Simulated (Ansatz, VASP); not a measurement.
**Two plane-wave programs on Ba**

```
Ba
1.0
    -2.51250    2.51250    2.51250
     2.51250   -2.51250    2.51250
     2.51250    2.51250   -2.51250
Ba
1
Direct
  0.00000 0.00000 0.00000
```

Alike in both runs: task relaxation of cell and atoms; functional r2SCAN; k mesh 10 × 10 × 10; occupations gaussian, width 0.1 eV; no spin polarisation.

|  | VASP | Ansatz |
| --- | --- | --- |
| version | VASP 6.6.1 | Ansatz 0.2.0 |
| potentials or method | VASP PAW PBE potentials, release 64 (Ba_sv), cutoff 550 eV | scalar-relativistic, plane waves, PAW |
| valence electrons in the cell | 10 | 10 |

|  | VASP | Ansatz | Ansatz less VASP |
| --- | --- | --- | --- |
| gap on the k mesh at the Fermi level, each at its own relaxed structure (eV) | none | none | - |
| relaxed volume (Å³/atom) | 65.37 | 65.00 | -0.374 |
| relaxed length of the cell vector where the two differ most in proportion (Å) | 4.395 | 4.387 | -0.0084 |

VASP's potentials were made for PBE, not for r2SCAN. A gap of «none» marks a metal or a gap that the smearing closes.

Neither program's run includes spin-orbit coupling.
